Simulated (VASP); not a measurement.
Mo, 1 atom in the cell. Symmetry: Im-3m, No. 229, cubic system. The conventional cell has a = 3.183 Å, b = 3.183 Å, c = 3.183 Å, α = 90.00°, β = 90.00°, γ = 90.00°. Mo (site symmetry m-3m) has 14 Mo at 2.76 to 3.18 Å within 3.6 Å.  This cell differs from its parent crystal: volume scaled by 1.04.

```yaml
Program: VASP 6.6.1
Task: electric field gradients
Functional: PBE
Potentials_or_basis: VASP PAW PBE potentials, release 64 (Mo_sv)
Cutoff: 520 eV
k_mesh: 16 × 16 × 16
Occupations: fermi-dirac, width 0.05 eV
Spin: no spin polarisation
Dipole_correction: no
Further_INCAR_settings: ALGO = Normal; EDIFF = 1e-08; NBANDS = 13
```

Potentials or basis: VASP PAW PBE potentials, release 64 (Mo_sv).

Launch:

```sh
$ cat potpaw_PBE.64/Mo_sv/POTCAR > POTCAR
$ mpirun -np 1 vasp_std > vasp.out
```

Hardware: 1 thread of Intel(R) Xeon(R) Platinum 8488C (Sapphire Rapids) (shared host).

Task: Estimate the wall time of this run.

Result: Run time: 24 s on 1 thread of Intel(R) Xeon(R) Platinum 8488C (Sapphire Rapids) (shared host), peak memory 0.15 GiB. Counts: scf iterations 14, k points 145.
